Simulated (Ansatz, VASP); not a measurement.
K in VASP and in Ansatz

```
CELL_PARAMETERS angstrom
4.26512 -4.25883 0.00000
4.26512 4.25883 0.00000
0.00000 0.00000 11.14549
ATOMIC_POSITIONS crystal
K 0.50000 0.00000 0.30925
K 0.00000 0.50000 0.69075
K 0.00000 0.50000 0.30925
K 0.50000 0.00000 0.69075
K 0.00000 0.00000 0.00000
```

Alike in both runs: functional PBEsol; k mesh 6 × 6 × 4; occupations gaussian, width 0.1 eV; no spin polarisation.

Ansatz relaxed the structure, and its values are those at the end. VASP's run is a single point on that final structure, the one shown.

|  | VASP | Ansatz |
| --- | --- | --- |
| version | VASP 6.6.1 | Ansatz 0.2.0 |
| potentials or method | VASP PAW PBE potentials, release 64 (K_sv), cutoff 520 eV | scalar-relativistic, plane waves, PAW |
| valence electrons in the cell | 45 | 45 |

```csv
,VASP,Ansatz,Ansatz less VASP
gap on the k mesh at the Fermi level (eV),none,none,-
pressure (GPa),0.0,0.0,+0.01
```

VASP's potentials were made for PBE, not for PBEsol. A gap of «none» marks a metal or a gap that the smearing closes.
